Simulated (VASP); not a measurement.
# Na2S: single point with PBE

Crystal: Na2S.

```xyz
3
Lattice="0.0000 3.2554 3.2554 3.2554 0.0000 3.2554 3.2554 3.2554 0.0000" Properties=species:S:1:pos:R:3 pbc="T T T"
Na    1.6277    1.6277    1.6277
Na    4.8831    4.8831    4.8831
S     0.0000    0.0000    0.0000
```

```yaml
Program: VASP 6.6.1
Task: single point
Functional: PBE
Potentials_or_basis: VASP PAW PBE potentials, release 64 (Na_pv, S)
Cutoff: 500 eV
k_mesh: 8 × 8 × 8
Occupations: fermi-dirac, width 0.02 eV
Spin: no spin polarisation
```

The pressure is 0.8 GPa. The band gap on the k mesh is 2.53 eV.

Levels at points of the mesh, in eV from the valence-band top:
```
           k point  band 8  band 9  band 10  band 11  band 12  band 13
(0.00, 0.00, 0.00)    0.00    0.00     0.00     2.53     7.79     7.79
(0.50, 0.00, 0.00)   -1.66   -0.13    -0.13     4.85     6.51     7.18
(0.50, 0.50, 0.00)   -1.49   -0.46    -0.46     3.85     6.05     8.57
```

It took 64 s on 1 thread of Intel Xeon 8259CL (shared host), peak memory 0.2 GiB.

A k mesh can miss the band edges. A hybrid or GW would open this gap; PBE tends to underestimate it.
